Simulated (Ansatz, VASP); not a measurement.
Zr in VASP and in Ansatz

INCAR

```
SYSTEM = Zr
PREC = Accurate
ENCUT = 500
EDIFF = 1E-6
ISMEAR = -1
SIGMA = 0.1
LREAL = .False.
LASPH = .True.
NELM = 120
ALGO = Normal
ISIF = 2
LWAVE = .False.
LCHARG = .False.
GGA = PS
NBANDS = 19
GGA_COMPAT = .False.
```

KPOINTS

```
Automatic mesh
0
Gamma
  12 12 12
  0 0 0
```

Contents of POSCAR:

```
Zr
1.0
    0.0000000000      2.9414119275      2.9414119275
    2.9414119275      0.0000000000      2.9414119275
    2.9414119275      2.9414119275      0.0000000000
Zr
2
Direct
   -0.1250000000     -0.1250000000     -0.1250000000
    0.1250000000      0.1250000000      0.1250000000
```

Input for Ansatz:

```yaml
crystal:
  lattice:
    - [0.0, 2.9414119275, 2.9414119275]
    - [2.9414119275, 0.0, 2.9414119275]
    - [2.9414119275, 2.9414119275, 0.0]
  atoms:
    - { symbol: Zr, position: [-0.125, -0.125, -0.125] }
    - { symbol: Zr, position: [0.125, 0.125, 0.125] }
kpoints:
  mp_grid: { grid: [12, 12, 12] }
scf:
  occupations: { method: fermi_dirac, width: 0.1 }
hamiltonian:
  xc: pbesol
  pseudopotentials: { kind: all_electron, datasets: crystal }
output:
  forces: true
  stress: true
  eigenvalues: true
```

Change from the starting cell: volume scaled by 0.88, crystal datasets.

Alike in both runs: task single point; functional PBEsol; k mesh 12 × 12 × 12; occupations fermi-dirac, width 0.1 eV; no spin polarisation.

```csv
,VASP,Ansatz
version,VASP 6.6.1,Ansatz 0.2.0
potentials or method,"VASP PAW PBE potentials, release 64 (Zr_sv), cutoff 500 eV","all-electron PAW with datasets made for the crystal, scalar-relativistic"
```

|  | VASP | Ansatz | Ansatz less VASP |
| --- | --- | --- | --- |
| pressure (GPa) | 6.3 | 6.0 | -0.25 |

VASP's potentials were made for PBE, not for PBEsol. Ansatz ran all-electron here, and VASP with PAW potentials.
